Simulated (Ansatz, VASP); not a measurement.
Two plane-wave programs on Al

```
Al
1.0
    -1.59122    1.59122    1.63100
     1.59122   -1.59122    1.63100
     1.59122    1.59122   -1.63100
Al
1
Direct
  0.00000 0.00000 0.00000
```

Change from the starting cell: strain +0.000 along x and y, +0.025 along z, atoms carried along.

Alike in both runs: task single point; functional r2SCAN; k mesh 20 × 20 × 20; occupations gaussian, width 0.15 eV; no spin polarisation.

```csv
,VASP,Ansatz
version,VASP 6.6.1,Ansatz 0.2.0
potentials or method,"VASP PAW PBE potentials, release 64 (Al), cutoff 520 eV","scalar-relativistic, plane waves, PAW"
valence electrons in the cell,3,3
```

|  | VASP | Ansatz | Ansatz less VASP |
| --- | --- | --- | --- |
| gap on the k mesh at the Fermi level (eV) | none | none | - |
| pressure (GPa) | -1.8 | -1.5 | +0.29 |
| traceless stress, the component that is largest in VASP (GPa) | 0.85 | 0.85 | 0.000 |

VASP's potentials were made for PBE, not for r2SCAN. A gap of «none» marks a metal or a gap that the smearing closes.
